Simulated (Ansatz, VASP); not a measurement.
Two plane-wave programs on AlNi3

```
Al Ni
1.0
     3.44871    0.00000    0.00000
     0.00000    3.44871    0.00000
     0.00000    0.00000    3.44871
Al Ni
1 3
Cartesian
  0.0000 0.0000 0.0000
  0.0000 1.7244 1.7244
  1.7244 0.0000 1.7244
  1.7244 1.7244 0.0000
```

Change from the starting cell: equal strain along all axes, cell held, atoms relaxed: -2.0 %.

Alike in both runs: task single point; functional PBEsol; k mesh 14 × 14 × 14; occupations gaussian, width 0.1 eV; collinear spin.

|  | VASP | Ansatz |
| --- | --- | --- |
| version | VASP 6.6.1 | Ansatz 0.2.0 |
| potentials or method | VASP PAW PBE potentials, release 64 (Al, Ni), cutoff 520 eV | scalar-relativistic, plane waves, PAW |
| valence electrons in the cell | 33 | 57 |

```tsv
	VASP	Ansatz	Ansatz less VASP
gap on the k mesh at the Fermi level (eV)	none	none	-
pressure (GPa)	14.2	14.2	+0.01
net moment per atom (μB)	0.15	0.16	+0.008
size of the moment on the site where the two differ most (μB)	0.21	0.23	+0.021
```

VASP's potentials were made for PBE, not for PBEsol. Site moments also hang on the region over which each program counts them. A gap of «none» marks a metal or a gap that the smearing closes. VASP's potentials hold 33 valence electrons a cell and Ansatz's 57, so a difference there can come from the potentials and not from the codes.
